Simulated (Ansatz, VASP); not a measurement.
## One calculation of Nb3CdB, two programs

```
Nb Cd B
1.0
     4.40484    0.00000    0.00000
     0.00000    4.40484    0.00000
     0.00000    0.00000    4.40484
Nb Cd B
3 1 1
Direct
  0.00000 0.00000 0.50000
  0.50000 0.00000 0.00000
  0.00000 0.50000 0.00000
  0.50000 0.50000 0.50000
  0.00000 0.00000 0.00000
```

Change from the starting cell: species swapped into the KAgF3 type (Pm-3m, No. 221).

Alike in both runs: functional PBE; k mesh 4 × 4 × 4; occupations gaussian, width 0.1 eV; no spin polarisation.

Ansatz relaxed the structure, and its values are those at the end. VASP's run is a single point on that final structure, the one shown.

|  | VASP | Ansatz |
| --- | --- | --- |
| version | VASP 6.6.1 | Ansatz 0.2.0 |
| potentials or method | VASP PAW PBE potentials, release 64 (Nb_sv, Cd, B), cutoff 520 eV | scalar-relativistic, plane waves, PAW |
| valence electrons in the cell | 54 | 62 |

VASP gave:

| Item | Value |
| --- | --- |
| gap on the k mesh at the Fermi level (eV) | none |
| pressure (GPa) | -0.2 |

Q: Estimate Ansatz's values.

A: gap on the k mesh at the Fermi level (eV): none; pressure (GPa): -0.1.

A gap of «none» marks a metal or a gap that the smearing closes. The functional is the same, so the differences come from potentials, cutoffs and numerics. VASP's potentials hold 54 valence electrons a cell and Ansatz's 62, so a difference there can come from the potentials and not from the codes.
